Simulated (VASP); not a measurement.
A run of VASP 6.6.1 is set up as follows.

Contents of INCAR:

```
SYSTEM = MgI2
  PREC = Accurate
  ENCUT = 520
  EDIFF = 1E-7
  ISMEAR = 0
  SIGMA = 0.05
  LREAL = .FALSE.
  LASPH = .TRUE.
  NELM = 100
  ALGO = Normal
  ISIF = 2
  LWAVE = .FALSE.
  LCHARG = .FALSE.
  GGA = PS
  NBANDS = 15
```

KPOINTS

```
Automatic mesh
0
G
  6 6 4
  0 0 0
```

POSCAR

```
MgI2
1.0
    4.1537001214      0.0000000000      0.0000000000
   -2.0768500607      3.5972098248      0.0000000000
    0.0000000000      0.0000000000      6.7590700000
Mg I
1 2
Direct
    0.0000000000      0.0000000000      0.0000000000
    0.3333333333      0.6666666667      0.7576300000
    0.6666666667      0.3333333333      0.2423700000
```

Potentials or basis: VASP PAW PBE potentials, release 64 (Mg, I).

Run with:

```console
$ cat potpaw_PBE.64/Mg/POTCAR potpaw_PBE.64/I/POTCAR > POTCAR
$ mpirun -np 1 vasp_std > vasp.out
```

Problem. Predict the largest force.

Solution. 0.073 eV/Å.

Problem. Predict the pressure.

Solution. 0.2 GPa.

Problem. What does it give for the band gap on the k mesh?

Solution. 3.38 eV, indirect (least direct gap 3.53 eV).

Forces on the atoms (eV/Å):
```
Mg   0.000  0.000  0.000
I    0.000  0.000 -0.073
I    0.000  0.000  0.073
```

Caveat: the cell differs from its parent crystal (strain +0.000 along x and y, -0.015 along z); the PAW data sets were made with another functional, which shifts forces and pressure a little; spin-orbit coupling is left out, which moves the levels of the heavy elements; this functional lacks dispersion, which binds the layers, so the pressure and a relaxed spacing across them are unreliable. A k mesh can miss the band edges.
